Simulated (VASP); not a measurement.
# BiS7 (P4/m) in VASP: single point with PBE

Aim: the single point of BiS7 with PBE.

All numbers are computed with VASP 6.6.1; they aren't measurements. Logs are shortened: lines on timing, memory, paths and dates and some standing lists are left out, and cuts for length are marked.

**1. The cell of the first run**

It takes space group P4/m (No. 83, tetragonal). The conventional cell has a = 5.702 Å, b = 5.702 Å, c = 5.662 Å, α = 90.00°, β = 90.00°, γ = 90.00°. Within 3.7 Å of Bi (site symmetry 4/m) lie 6 S at 2.83 to 2.85 Å. Within 3.0 Å of S (site symmetry m) lie 5 S at 2.09 to 2.95 Å. Within 3.8 Å of S (site symmetry 2/m) lie 2 Bi at 2.85 Å and 4 S at 3.17 Å. Within 3.7 Å of S (site symmetry 4/m) lie 2 Bi at 2.83 Å and 8 S at 2.93 to 3.42 Å.

The cell was generated, and may not be a known phase.

**2. Single point, PBE**

Contents of INCAR:

```
ALGO = Normal ; EDIFF = 1E-6
ENCUT = 520 ; GGA = PE
ISIF = 2 ; ISMEAR = 0
LASPH = T ; LCHARG = F
LREAL = F ; LWAVE = F
NBANDS = 38 ; NELM = 100
PREC = Accurate ; SIGMA = 0.1
```

Contents of KPOINTS:

```
k-points
0
Gamma
  6 6 6
```

Contents of POSCAR:

```
BiS7
1.0
    5.7019789141      0.0000000000      0.0000000000
    0.0000000000      5.7019789141      0.0000000000
    0.0000000000      0.0000000000      5.6616509595
Bi S
1 7
Direct
    0.0000000000      0.0000000000      0.5000000000
    0.5480924819      0.2455861324      0.0000000000
    0.4519075181      0.7544138676      0.0000000000
    0.7544138676      0.5480924819      0.0000000000
    0.2455861324      0.4519075181      0.0000000000
    0.0000000000      0.5000000000      0.5000000000
    0.5000000000      0.0000000000      0.5000000000
    0.0000000000      0.0000000000      0.0000000000
```

Potentials or basis: VASP PAW PBE potentials, release 64 (Bi_d, S).

On the command line:

```sh
$ cat potpaw_PBE.64/Bi_d/POTCAR potpaw_PBE.64/S/POTCAR > POTCAR
$ mpirun -np 1 vasp_std > vasp.out
```

OUTCAR:

```text
EDIFF = 1E-6
   ENCUT = 520
   GGA = PE
   ISIF = 2
   ISMEAR = 0
   LASPH = T
   LREAL = F
   NELM = 100
   PREC = Accurate

 ion  position               nearest neighbor table
   1  0.000  0.000  0.500-   8 2.83   8 2.83   6 2.85   7 2.85   6 2.85   7 2.85
   2  0.548  0.246  0.000-   4 2.09   5 2.09
   3  0.452  0.754  0.000-   4 2.09   5 2.09
   4  0.754  0.548  0.000-   2 2.09   3 2.09
   5  0.246  0.452  0.000-   2 2.09   3 2.09
   6  0.000  0.500  0.500-   1 2.85   1 2.85
   7  0.500  0.000  0.500-   1 2.85   1 2.85
   8  0.000  0.000  0.000-   1 2.83   1 2.83

  LATTYP: Found a simple tetragonal cell.
 ALAT       =     5.7019789141
 C/A-ratio  =     0.9929273757

  Lattice vectors:

 A1 = (   5.7019789141,   0.0000000000,   0.0000000000)
 A2 = (   0.0000000000,   5.7019789141,   0.0000000000)
 A3 = (   0.0000000000,   0.0000000000,   5.6616509595)

Analysis of symmetry for initial positions (statically):
=====================================================================
 Subroutine PRICEL returns:
 Original cell was already a primitive cell.

 Routine SETGRP: Setting up the symmetry group for a
 simple tetragonal supercell.

 Subroutine GETGRP returns: Found  8 space group operations
 (whereof  8 operations were pure point group operations)
 out of a pool of 16 trial point group operations.

The static configuration has the point symmetry C_4h.

Analysis of symmetry for dynamics (positions and initial velocities):
=====================================================================
 Subroutine PRICEL returns:
 Original cell was already a primitive cell.

 Routine SETGRP: Setting up the symmetry group for a
 simple tetragonal supercell.

 Subroutine GETGRP returns: Found  8 space group operations
 (whereof  8 operations were pure point group operations)
 out of a pool of 16 trial point group operations.

The dynamic configuration has the point symmetry C_4h.

 Subroutine INISYM returns: Found  8 space group operations
 (whereof  8 operations are pure point group operations),
 and found     1 'primitive' translations

----------------------------------------------------------------------------------------

                                     Primitive cell

  volume of cell :     184.0748

  direct lattice vectors                    reciprocal lattice vectors
     5.701978914  0.000000000  0.000000000     0.175377709  0.000000000  0.000000000
     0.000000000  5.701978914  0.000000000     0.000000000  0.175377709  0.000000000
     0.000000000  0.000000000  5.661650960     0.000000000  0.000000000  0.176626925

  length of vectors
     5.701978914  5.701978914  5.661650960     0.175377709  0.175377709  0.176626925

  position of ions in fractional coordinates (direct lattice)
     0.000000000  0.000000000  0.500000000
     0.548092482  0.245586132  0.000000000
     0.451907518  0.754413868  0.000000000
     0.754413868  0.548092482  0.000000000
     0.245586132  0.451907518  0.000000000
     0.000000000  0.500000000  0.500000000
     0.500000000  0.000000000  0.500000000
     0.000000000  0.000000000  0.000000000

  ion indices of the primitive-cell ions
   primitive index   ion index
                 1           1
                 2           2
                 3           3
                 4           4
                 5           5
                 6           6
                 7           7
                 8           8

----------------------------------------------------------------------------------------

 KPOINTS: k-points

Automatic generation of k-mesh.
 Grid dimensions read from file:
 generate k-points for:    6    6    6

 Generating k-lattice:

  Cartesian coordinates                     Fractional coordinates (reciprocal lattice)
     0.029229618  0.000000000  0.000000000     0.166666667  0.000000000  0.000000000
     0.000000000  0.029229618  0.000000000     0.000000000  0.166666667  0.000000000
     0.000000000  0.000000000  0.029437821     0.000000000  0.000000000  0.166666667

  Length of vectors
     0.029229618  0.029229618  0.029437821

  Shift w.r.t. Gamma in fractional coordinates (k-lattice)
     0.000000000  0.000000000  0.000000000

 Subroutine IBZKPT returns following result:
 ===========================================

 Found     44 irreducible k-points:

 Following reciprocal coordinates:
            Coordinates               Weight
  0.000000  0.000000  0.000000      1.000000
  0.166667  0.000000  0.000000      4.000000
  0.333333  0.000000  0.000000      4.000000
  0.500000  0.000000  0.000000      2.000000
  0.166667  0.166667  0.000000      4.000000
  0.333333  0.166667  0.000000      4.000000
[... 16 lines left out ...]
  0.000000  0.000000  0.333333      2.000000
  0.166667  0.000000  0.333333      8.000000
 [... further k-points ...]
   k-points           NKPTS =     44   k-points in BZ     NKDIM =     44   number of bands    NBANDS=     38
   number of dos      NEDOS =    301   number of ions     NIONS =      8
   total plane-waves  NPLWV =  74088
   dimension x,y,z NGX =    42 NGY =   42 NGZ =   42
   dimension x,y,z NGXF=    84 NGYF=   84 NGZF=   84
   ions per type =               1   7
   NGX,Y,Z   is equivalent  to a cutoff of  12.25, 12.25, 12.33 a.u.
   NGXF,Y,Z  is equivalent  to a cutoff of  24.49, 24.49, 24.67 a.u.
 SYSTEM =  unknown system
   PREC   = accura    normal or accurate (medium, high low for compatibility)
   ISTART =      0    job   : 0-new  1-cont  2-samecut
   ICHARG =      2    charge: 1-file 2-atom 10-const
   ISPIN  =      1    spin polarized calculation?
   LNONCOLLINEAR =      F non collinear calculations
   LSORBIT =      F    spin-orbit coupling
   LASPH  =      T    aspherical Exc in radial PAW
   ENCUT  =  520.0 eV  38.22 Ry    6.18 a.u.  10.60 10.60 10.53*2*pi/ulx,y,z
   NELM   =    100;   NELMIN=  2; NELMDL= -5     # of ELM steps
   EDIFF  = 0.1E-05   stopping-criterion for ELM
   LREAL  =      F    real-space projection
   EDIFFG = 0.1E-04   stopping-criterion for IOM
   NSW    =      0    number of steps for IOM
   IBRION =     -1    ionic relax: 0-MD 1-quasi-New 2-CG
   NFREE  =      0    steps in history (QN), initial steepest desc. (CG)
   ISIF   =      2    stress and relaxation
   ISYM   =      2    0-nonsym 1-usesym 2-fastsym
   POTIM  = 0.5000    time-step for ionic-motion
   TEBEG  =    0.0;   TEEND  =   0.0 temperature during run
   PSTRESS=    0.0 pullay stress
   NELECT =      57.0000    total number of electrons
   NUPDOWN=      -1.0000    fix difference up-down
   EMIN   =  10.00;   EMAX   =-10.00  energy-range for DOS
   EFERMI =   0.00;   METHOD = LEGACY
   ISMEAR =     0;   SIGMA  =   0.10  broadening in eV -4-tet -1-fermi 0-gaus
   EFERMI_NEDOS =   21; number of points for ismear=-14 and -15
   IALGO  =     38    algorithm
   IMIX   =      4    mixing-type and parameters
     AMIX     =   0.40;   BMIX     =  1.00
     AMIX_MAG =   1.60;   BMIX_MAG =  1.00
  volume/ion in A,a.u.               =      23.01       155.27
  Fermi-wavevector in a.u.,A,eV,Ry     =   1.107563  2.092990 16.690203  1.226695
  Thomas-Fermi vector in A             =   2.244079
   LORBIT       =      0    0 simple, 1 ext, 2 COOP (PROOUT), +10 PAW based schemes
   GGA     = PE    functional components
   LHFCALC =     F    Hartree Fock is set to
   AEXX    =    0.0000 exact exchange contribution
   IVDW    =     0    specifies the selected vdW correction
   LEPSILON=     F    determine dielectric tensor
   LRPA    =     F    only Hartree local field effects (RPA)
 non-spin polarized calculation
 Gauss-broadening in eV      SIGMA  =   0.10
  energy-cutoff  :      520.00
  volume of cell :      184.07
 maximum number of plane-waves:      4973
   NGX = 21   NGY = 21   NGZ = 21

 number of electron      56.9999982 magnetization

 Free energy of the ion-electron system (eV)
  ---------------------------------------------------
  ext. energy  EPLUGINS =         0.00000000
  ---------------------------------------------------
  free energy    TOTEN  =       -29.70799192 eV

  energy without entropy =      -29.68366497  energy(sigma->0) =      -29.69582844

 E-fermi :   4.2535     XC(G=0):  -9.3480

 val. band max:        4.2489527247   @ k =   0.1667   0.1667   0.3333
 cond. band min:       4.2806743085   @ k =   0.5000   0.5000   0.0000
 fundamental gap:      0.0317215838
 Fermi energy:         4.2534690405

 k-point     1 :       0.0000    0.0000    0.0000
  band No.  band energies     occupation
      1     -18.6284      2.00000
      2     -18.6004      2.00000
      3     -18.6004      2.00000
      4     -18.5960      2.00000
      5     -18.5736      2.00000
      6     -13.5521      2.00000
[... 30 lines left out ...]
     37      10.0560      0.00000
     38      10.0811      0.00000

 k-point     2 :       0.1667    0.0000    0.0000
  band No.  band energies     occupation
      1     -18.6281      2.00000
      2     -18.6005      2.00000
      3     -18.6004      2.00000
      4     -18.5953      2.00000
      5     -18.5737      2.00000
      6     -13.5207      2.00000
[... 30 lines left out ...]
     37       9.6350      0.00000
     38       9.7551      0.00000

 k-point     3 :       0.3333    0.0000    0.0000
  band No.  band energies     occupation
      1     -18.6277      2.00000
      2     -18.6006      2.00000
      3     -18.6004      2.00000
      4     -18.5938      2.00000
      5     -18.5738      2.00000
      6     -13.4537      2.00000
[... 30 lines left out ...]
     37       9.5012      0.00000
     38       9.7183      0.00000

 k-point     4 :       0.5000    0.0000    0.0000
  band No.  band energies     occupation
      1     -18.6275      2.00000
      2     -18.6006      2.00000
      3     -18.6004      2.00000
      4     -18.5930      2.00000
      5     -18.5738      2.00000
      6     -13.4176      2.00000
[... 30 lines left out ...]
     37       9.4884      0.00000
     38       9.6842      0.00000
[... 703 lines left out ...]
      4     -18.5902      2.00000
      5     -18.5740      2.00000
      6     -13.2943      2.00000
[... 30 lines left out ...]
     37       9.6902      0.00000
     38      10.6089      0.00000

 k-point    23 :       0.0000    0.0000    0.3333
  band No.  band energies     occupation
      1     -18.6247      2.00000
      2     -18.6006      2.00000
      3     -18.6006      2.00000
      4     -18.5960      2.00000
      5     -18.5736      2.00000
      6     -13.5423      2.00000
[... 30 lines left out ...]
     37       9.5803      0.00000
     38       9.9748      0.00000

 k-point    24 :       0.1667    0.0000    0.3333
  band No.  band energies     occupation
      1     -18.6245      2.00000
      2     -18.6007      2.00000
      3     -18.6006      2.00000
      4     -18.5953      2.00000
      5     -18.5737      2.00000
      6     -13.5119      2.00000
[... 30 lines left out ...]
     37       9.2900      0.00000
     38      10.2798      0.00000

 [... further k-points ...]
[... 5 lines left out ...]
  --------------------------------------------------------------------------------------
  -------------------------------------------------------------------------------------
  Total       -0.4786860     -0.4786860     -0.0910095      0.0000002      0.0000000      0.0000000
  in kB       -4.1664579     -4.1664579     -0.7921416      0.0000020      0.0000000      0.0000000
  external PRESSURE =      -3.0416858 kB  Pullay stress =       0.0000000 kB

 VOLUME and BASIS-vectors are now :
 -----------------------------------------------------------------------------
  energy-cutoff  :      520.00
  volume of cell :      184.07
      direct lattice vectors                 reciprocal lattice vectors
     5.701978914  0.000000000  0.000000000     0.175377709  0.000000000  0.000000000
     0.000000000  5.701978914  0.000000000     0.000000000  0.175377709  0.000000000
     0.000000000  0.000000000  5.661650960     0.000000000  0.000000000  0.176626925

 POSITION                                       TOTAL-FORCE (eV/Angst)
 -----------------------------------------------------------------------------------
      0.00000      0.00000      2.83083         0.000000      0.000000      0.000000
      3.12521      1.40033      0.00000        -0.034810      0.164323      0.000000
      2.57677      4.30165      0.00000         0.034810     -0.164323     -0.000000
      4.30165      3.12521      0.00000        -0.164323     -0.034810      0.000000
      1.40033      2.57677      0.00000         0.164323      0.034810     -0.000000
      0.00000      2.85099      2.83083         0.000000      0.000000      0.000000
      2.85099      0.00000      2.83083         0.000000      0.000000      0.000000
      0.00000      0.00000      0.00000         0.000000      0.000000      0.000000
 -----------------------------------------------------------------------------------
    total drift:                               -0.000000     -0.000000     -0.000000

  FREE ENERGIE OF THE ION-ELECTRON SYSTEM (eV)
  ---------------------------------------------------
  free  energy   TOTEN  =       -29.7079919157 eV

  energy  without entropy=      -29.6836649665  energy(sigma->0) =      -29.69582844
```

It took 7.8 min on 1 thread of Intel Xeon 8259CL, shared host; peak memory 0.36 GiB.

What came out:

```
Free energy            : -29.7080 eV
Pressure               : -0.3 GPa
Largest force          : 0.168 eV/Å
Band gap on the k mesh : zero (an odd number of electrons rules out a gap without spin polarisation)
```

Forces in eV/Å, atoms in the order of the input:
```
Bi   0.000  0.000  0.000
S   -0.035  0.164  0.000
S    0.035 -0.164  0.000
S   -0.164 -0.035  0.000
S    0.164  0.035  0.000
S    0.000  0.000  0.000
S    0.000  0.000  0.000
S    0.000  0.000  0.000
```

Caveat: spin-orbit coupling is left out, which moves the levels of the heavy elements.

The gap in the log of VASP goes by the Fermi energy; the results here count the filled bands.